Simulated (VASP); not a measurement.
Al2C:

```
Al C
1.0
     3.18085    0.00000    0.00000
    -1.59042    2.75469    0.00000
     0.00000    0.00000    4.40998
Al C
2 1
Direct
  0.33333 0.66667 0.24192
  0.66667 0.33333 0.75808
  0.00000 0.00000 0.00000
```

```yaml
Program: VASP 6.6.1
Task: relaxation of cell and atoms
Functional: PBE
Potentials_or_basis: VASP PAW PBE potentials, release 64 (Al, C)
Cutoff: 600 eV
k_mesh: 6 × 6 × 4
Occupations: gaussian, width 0.1 eV
Spin: no spin polarisation
```

At the start: pressure -7.2 GPa; volume 12.88 Å³/atom.

Task: Where does the relaxation end?

Result: Over 6 steps the energy falls by 29.0 meV/atom and the volume is 12.36 Å³/atom (-4.0 %); space group P-3m1 (No. 164, to 0.05 Å).

Step by step:
```csv
step,energy change (eV),largest force (eV/Å),pressure (GPa),volume (Å³)
1,0.0000,0.8402,-7.21,38.64
2,-0.0492,0.5022,7.15,35.48
3,-0.0800,0.0566,1.05,36.63
4,-0.0863,0.0924,0.39,36.89
5,-0.0864,0.0984,0.31,36.93
6,-0.0870,0.0135,-0.03,37.08
```

Final structure:
```cif
data_structure
_symmetry_space_group_name_H-M 'P 1'
_symmetry_Int_Tables_number 1
_cell_length_a 3.1024
_cell_length_b 3.1024
_cell_length_c 4.4488
_cell_angle_alpha 90.000
_cell_angle_beta 90.000
_cell_angle_gamma 120.000
_cell_volume 37.08
loop_
_atom_site_label
_atom_site_type_symbol
_atom_site_fract_x
_atom_site_fract_y
_atom_site_fract_z
_atom_site_occupancy
Al1 Al 0.33333 0.66667 0.23392 1
Al2 Al 0.66667 0.33333 0.76608 1
C1 C 0.00000 0.00000 0.00000 1
```

Caveat: the k points lie up to 0.39 Å⁻¹ apart in the final cell.
